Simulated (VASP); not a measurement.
Crystal: SiC (Moissanite 3C).

```
Si C
1.0
     0.00000    2.17900    2.17900
     2.17900    0.00000    2.17900
     2.17900    2.17900    0.00000
Si C
1 1
Direct
  0.00000 0.00000 0.00000
  0.25000 0.25000 0.25000
```

```yaml
Program: VASP 6.6.1
Task: relaxation of cell and atoms
Functional: LDA
Potentials_or_basis: VASP PAW LDA potentials, release 64 (Si, C)
Cutoff: 600 eV
k_mesh: 8 × 8 × 8
Occupations: gaussian, width 0.01 eV
Spin: no spin polarisation
```

At the start: pressure -4.2 GPa; volume 10.35 Å³/atom.

Problem. Where does the relaxation end?

Solution. Over 3 steps the energy falls by 2.6 meV/atom and the volume is 10.15 Å³/atom (-1.9 %); space group F-43m (No. 216, to 0.05 Å).

Step by step:
```
step  energy change (eV)  largest force (eV/Å)  pressure (GPa)  volume (Å³)
   1              0.0000                0.0000           -4.18        20.69
   2              0.0009                0.0000            4.83        19.89
   3             -0.0052                0.0000           -0.02        20.30
```

Final structure:
```
CELL_PARAMETERS angstrom
0.00000 2.16530 2.16530
2.16530 0.00000 2.16530
2.16530 2.16530 0.00000
ATOMIC_POSITIONS crystal
Si 0.00000 0.00000 0.00000
C 0.25000 0.25000 0.25000
```
